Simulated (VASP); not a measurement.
Set up this calculation in VASP 6.6.1, as the native input.

```
Task                   : single point
Functional             : PBEsol
Potentials or basis    : VASP PAW PBE potentials, release 64 (Fe_sv, O)
Cutoff                 : 600 eV
k mesh                 : 11 × 11 × 11
Occupations            : fermi-dirac, width 0.05 eV
Spin                   : no spin polarisation
Dipole correction      : no
Second run             : valence_matched
Further INCAR settings : ALGO = Normal; EDIFF = 1e-06; NBANDS = 18
```

The structure of FeO (Wuestite) lies in POSCAR:

```
FeO
1.0
    1.5188209023      0.8768916568      2.5195772846
   -1.5188209023      0.8768916568      2.5195772846
    0.0000000000     -1.7537833136      2.5195772846
Fe O
1 1
Direct
    0.0000000000      0.0000000000      0.0000000000
    0.5000000000      0.5000000000      0.5000000000
```

The input as run:

INCAR

```
PREC     = Accurate       # precision mode
ENCUT    = 600            # plane-wave cutoff, eV
EDIFF    = 1E-6           # SCF threshold, eV
ISMEAR   = -1             # smearing method
SIGMA    = 0.05           # smearing width, eV
LREAL    = F              # projectors in reciprocal space
LASPH    = T              # aspherical terms in the spheres
NELM     = 120            # most SCF steps
ALGO     = Normal         # electronic algorithm
ISIF     = 2              # what is computed and relaxed
LWAVE    = F              # write WAVECAR
LCHARG   = T              # write CHGCAR
GGA      = PS             # functional
LELF     = T              # ELF
LVHAR    = T            
NBANDS   = 18             # bands
GGA_COMPAT= F
```

KPOINTS

```
Automatic mesh
0
Gamma
  11 11 11
```

Potentials or basis: VASP PAW PBE potentials, release 64 (Fe_sv, O).

Launch:

```sh
$ cat potpaw_PBE.64/Fe_sv/POTCAR potpaw_PBE.64/O/POTCAR > POTCAR
$ mpirun -np 1 vasp_std > vasp.out
```

Results of the run:

The pressure is -36.7 GPa and the band gap on the k mesh is zero (band 11 reaches 8.93 eV, above the bottom of band 12 at 7.98 eV).

Caveat: the PAW data sets were made with another functional, which shifts forces and pressure a little; the run has no spin polarisation, though such a crystal can be magnetic; semilocal functionals often make such compounds metallic where correlation or magnetic order opens a gap, which also shifts bond lengths.

It took 40 s on 1 thread of Intel(R) Xeon(R) 6975P-C (Granite Rapids) (shared host), peak memory 0.2 GiB.
